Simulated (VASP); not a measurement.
A run of VASP 6.6.1:

Contents of POSCAR:

```
Ca2P
1.0
    0.0000000000      3.4135507257      3.4135507257
    3.4135507257      0.0000000000      3.4135507257
    3.4135507257      3.4135507257      0.0000000000
Ca P
2 1
Direct
    0.2500000000      0.2500000000      0.2500000000
    0.7500000000      0.7500000000      0.7500000000
    0.5000000000      0.5000000000      0.5000000000
```

INCAR.step1

```
PREC = Accurate
ENCUT = 520
EDIFF = 1E-7
ISMEAR = 0
SIGMA = 0.1
LREAL = F
LASPH = T
NELM = 60
ALGO = Normal
ISIF = 2
LWAVE = F
LCHARG = T
GGA = PE
NBANDS = 20
```

KPOINTS.step1

```
Automatic mesh
0
Gamma
  12 12 12
```

The input INCAR.step2:

```
PREC = Accurate
ENCUT = 520
EDIFF = 1E-7
ISMEAR = -5
SIGMA = 0.1
LREAL = F
LASPH = T
NELM = 60
ALGO = Normal
ISIF = 2
LWAVE = F
LCHARG = F
GGA = PE
LORBIT = 11
NEDOS = 1001
ICHARG = 11
```

KPOINTS.step2

```
Automatic mesh
0
Gamma
  18 18 18
```

Potentials or basis: VASP PAW PBE potentials, release 64 (Ca_sv, P).

The run is started by

```sh
$ cat potpaw_PBE.64/Ca_sv/POTCAR potpaw_PBE.64/P/POTCAR > POTCAR
$ cp INCAR.step1 INCAR
$ cp KPOINTS.step1 KPOINTS
$ mpirun -np 1 vasp_std > vasp.out
$ cp INCAR.step2 INCAR
$ cp KPOINTS.step2 KPOINTS
$ mpirun -np 1 vasp_std > vasp.out
```

Hardware: 1 thread of Intel Xeon 8259CL, with other jobs on the host.

**Question.** Estimate the wall time of this run.

**Answer.** Wall time 6.6 min on 1 thread of Intel Xeon 8259CL, on a shared host, peak memory 0.37 GiB. Counts: k points 195.
